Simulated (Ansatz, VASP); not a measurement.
# Two plane-wave programs on Al3GaO6

```
Al Ga O
1.0
     2.43559    1.40619    4.41472
    -2.43559    1.40619    4.41472
     0.00000   -2.81237    4.41472
Al Ga O
3 1 6
Cartesian
  0.0000 0.0000 1.9597
  0.0000 0.0000 4.6823
  0.0000 0.0000 11.2440
  0.0000 0.0000 8.4950
  -0.7864 -1.5818 7.7237
  -0.9767 1.4720 7.7237
  1.7631 0.1099 7.7237
  0.7430 1.4898 5.5562
  0.9187 -1.3883 5.5562
  -1.6617 -0.1014 5.5562
```

Alike in both runs: functional PBE; k mesh 6 × 6 × 6; occupations gaussian, width 0.02 eV; no spin polarisation.

Ansatz relaxed the structure, and its values are those at the end. VASP's run is a single point on that final structure, the one shown.

```csv
,VASP,Ansatz
version,VASP 6.6.1,Ansatz 0.2.0
potentials or method,"VASP PAW PBE potentials, release 64 (Al, Ga_d, O), cutoff 600 eV","scalar-relativistic, plane waves, PAW"
valence electrons in the cell,58,58
```

|  | VASP | Ansatz | Ansatz less VASP |
| --- | --- | --- | --- |
| gap on the k mesh at the Fermi level (eV) | 4.56 | 4.56 | +0.006 |
| least direct gap on the mesh (eV) | 4.63 | 4.63 | +0.005 |
| pressure (GPa) | -0.2 | 0.0 | +0.20 |
| rms of the force components (eV/Å) | 0.019 | 0.003 | -0.0161 |

The functional is the same, so the differences come from potentials, cutoffs and numerics.
